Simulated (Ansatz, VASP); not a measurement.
**Two plane-wave programs on TiSi2**

Contents of INCAR:

```
PREC = Accurate
ENCUT = 520
EDIFF = 1E-7
ISMEAR = 0
SIGMA = 0.1
LREAL = F
LASPH = T
NELM = 60
ALGO = Normal
ISIF = 2
LWAVE = F
LCHARG = T
GGA = PE
LELF = T
LVHAR = T
NBANDS = 17
```

KPOINTS

```
Automatic mesh
0
Gamma
  16 16 16
```

The input POSCAR:

```
TiSi2
1.0
   -1.4728720000      1.7121300000      4.2120830000
    1.4728720000     -1.7121300000      4.2120830000
    1.4728720000      1.7121300000     -4.2120830000
Ti Si
1 2
Direct
    0.0000000000      0.0000000000      0.0000000000
    0.3430635255      0.3299220000      0.0131415255
    0.6700780000      0.6700780000      0.0000000000
```

Input for Ansatz:

```yaml
crystal:
  lattice:
    - [-1.472872, 1.71213, 4.212083]
    - [1.472872, -1.71213, 4.212083]
    - [1.472872, 1.71213, -4.212083]
  atoms:
    - { symbol: Ti, position: [0.0, 0.0, 0.0] }
    - { symbol: Si, position: [0.3430635255, 0.329922, 0.0131415255] }
    - { symbol: Si, position: [0.670078, 0.670078, 0.0] }
basis:
  ecutwfc: 420
kpoints:
  mp_grid: { grid: [16, 16, 16] }
hamiltonian:
  xc: pbe
scf:
  occupations: { method: gaussian, width: 0.1 }
output:
  forces: true
  stress: true
  eigenvalues: true
```

Change from the starting cell: one atom moved.

Alike in both runs: task single point; functional PBE; k mesh 16 × 16 × 16; occupations gaussian, width 0.1 eV; no spin polarisation.

|  | VASP | Ansatz |
| --- | --- | --- |
| version | VASP 6.6.1 | Ansatz 0.2.0 |
| potentials or method | VASP PAW PBE potentials, release 64 (Ti_sv, Si), cutoff 520 eV | scalar-relativistic, plane waves, PAW |
| valence electrons in the cell | 20 | 20 |

|  | VASP | Ansatz | Ansatz less VASP |
| --- | --- | --- | --- |
| gap on the k mesh at the Fermi level (eV) | none | none | - |
| pressure (GPa) | 0.3 | 0.4 | +0.04 |
| traceless stress, the component that is largest in VASP (GPa) | 0.93 | 0.94 | +0.004 |
| rms of the force components (eV/Å) | 0.120 | 0.120 | -0.0001 |

Atom by atom the forces differ by 0.001 eV/Å (rms over components). A gap of «none» marks a metal or a gap that the smearing closes.
